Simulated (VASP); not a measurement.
HgC2S2N2:

```
Hg C S N
1.0
     5.43900   -2.02100    0.00000
     5.43900    2.02100    0.00000
    -0.59217    0.00000    6.40770
Hg C S N
1 2 2 2
Cartesian
  0.0000 0.0000 0.0000
  2.6911 0.0000 1.4488
  7.5947 0.0000 4.9589
  1.1896 0.0000 2.0646
  9.0962 0.0000 4.3431
  3.7973 0.0000 1.0496
  6.4885 0.0000 5.3581
```

- Program: VASP 6.6.1
- Task: relaxation of cell and atoms
- Functional: PBE
- Dispersion: D3(BJ)
- Potentials or basis: VASP PAW PBE potentials, release 64 (Hg, C, S, N)
- Cutoff: 600 eV
- k mesh: 6 × 6 × 4
- Occupations: gaussian, width 0.1 eV
- Spin: no spin polarisation

At the start: pressure 2.1 GPa; volume 20.12 Å³/atom.

Problem. Where does the relaxation end?

Solution. Over 23 steps the energy falls by 8.3 meV/atom and the volume is 19.66 Å³/atom (-2.3 %); space group C2/m (No. 12, to 0.1 Å) before and after.

Step by step:
| step | energy change (eV) | largest force (eV/Å) | pressure (GPa) | volume (Å³) |
| --- | --- | --- | --- | --- |
| 1 | 0.0000 | 1.0072 | 2.12 | 140.87 |
| 2 | 0.2520 | 2.6999 | -5.61 | 146.33 |
| 3 | -0.0360 | 0.3929 | -0.17 | 142.22 |
| 4 | -0.0361 | 0.3970 | -0.08 | 142.16 |
| 5 | 0.0576 | 3.7525 | 1.79 | 142.84 |
| 6 | -0.0400 | 0.2564 | 0.20 | 142.28 |
| 7 | -0.0478 | 0.1153 | -0.44 | 142.90 |
| 8 | -0.0478 | 0.0860 | -0.39 | 142.85 |
| 9 | -0.0487 | 0.4121 | 0.03 | 142.27 |
| 10 | -0.0488 | 0.3054 | -0.08 | 142.43 |
| 11 | -0.0493 | 0.2913 | -0.08 | 142.31 |
| 12 | -0.0507 | 0.2493 | -0.07 | 141.94 |
| 13 | -0.0526 | 0.1666 | -0.05 | 141.21 |
| 14 | -0.0534 | 0.3504 | 0.02 | 139.75 |
| 15 | -0.0536 | 0.2657 | 0.01 | 140.19 |
| 16 | -0.0555 | 0.1821 | -0.07 | 139.73 |
| 17 | -0.0570 | 0.0738 | -0.20 | 138.71 |
| 18 | -0.0570 | 0.0715 | -0.19 | 138.75 |
| 19 | -0.0573 | 0.0665 | -0.17 | 138.62 |
| 20 | -0.0580 | 0.0785 | -0.12 | 138.24 |
| 21 | -0.0582 | 0.1623 | 0.00 | 137.46 |
| 22 | -0.0583 | 0.1291 | -0.04 | 137.74 |
| 23 | -0.0584 | 0.0488 | 0.07 | 137.61 |

Final structure:
```
Hg C S N
1.0
     5.45148   -1.96992    0.06830
     5.45148    1.96992    0.06830
    -0.51298    0.00000    6.40072
Hg C S N
1 2 2 2
Direct
  0.00000 0.00000 0.00000
  0.26212 0.26212 0.22603
  0.73788 0.73788 0.77397
  0.12728 0.12728 0.32747
  0.87272 0.87272 0.67253
  0.36034 0.36034 0.15915
  0.63966 0.63966 0.84085
```

Caveat: the relaxation stopped at a loose force limit of 0.05 eV/Å, so its end isn't a converged minimum.
